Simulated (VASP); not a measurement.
Input of a VASP 6.6.1 run:

File INCAR:

```
  PREC = Accurate
  ENCUT = 520
  EDIFF = 1E-7
  ISMEAR = -1
  SIGMA = 0.1
  LREAL = F
  LASPH = T
  NELM = 60
  ALGO = Normal
  ISIF = 2
  LWAVE = F
  LCHARG = F
  GGA = PE
  NBANDS = 14
```

File KPOINTS:

```
Automatic mesh
0
Gamma
  15 15 15
```

File POSCAR:

```
HfC
1.0
    2.5507577372      0.0000000000      0.0000000000
    0.0000000000      2.5507577372      0.0000000000
    0.0000000000      0.0000000000      2.5507577372
Hf C
1 1
Direct
    0.0000000000      0.0000000000      0.0000000000
    0.5000000000      0.5000000000      0.5000000000
```

Potentials or basis: VASP PAW PBE potentials, release 64 (Hf_pv, C).

Run with:

```sh
$ cat potpaw_PBE.64/Hf_pv/POTCAR potpaw_PBE.64/C/POTCAR > POTCAR
$ mpirun -np 1 vasp_std > vasp.out
```

(1) Estimate the band gap on the k mesh.

(2) Estimate the pressure.

## Answers

(1) zero (band 7 reaches 12.08 eV, above the bottom of band 8 at 8.61 eV).

(2) 167.5 GPa.

Caveat: spin-orbit coupling is left out, which moves the levels of the heavy elements.
